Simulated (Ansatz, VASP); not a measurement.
# C in VASP and in Ansatz

```
CELL_PARAMETERS angstrom
0.00000 2.05091 1.78340
1.51589 0.00000 1.78340
1.51589 2.05091 0.00000
ATOMIC_POSITIONS crystal
C 0.50000 0.50000 0.50000
C 0.75000 0.75000 0.75000
```

Change from the starting cell: strain -0.1500 x Voigt [1, -1, 0, 0, 0, 0], atoms carried along.

Alike in both runs: task single point; functional r2SCAN; k mesh 12 × 12 × 12; occupations gaussian, width 0.05 eV; no spin polarisation.

```csv
,VASP,Ansatz
version,VASP 6.6.1,Ansatz 0.2.0
potentials or method,"VASP PAW PBE potentials, release 64 (C), cutoff 520 eV","scalar-relativistic, plane waves, PAW"
valence electrons in the cell,8,8
```

Ansatz gave:

| Property | Result |
| --- | --- |
| gap on the k mesh at the Fermi level (eV) | none |
| pressure (GPa) | 10.7 |
| traceless stress, the component that is largest in VASP (GPa) | -163.49 |

Q: Estimate VASP's values.

A: gap on the k mesh at the Fermi level (eV): none; pressure (GPa): 11.8; traceless stress, the component that is largest in VASP (GPa): -163.18.

VASP's potentials were made for PBE, not for r2SCAN. A gap of «none» marks a metal or a gap that the smearing closes.
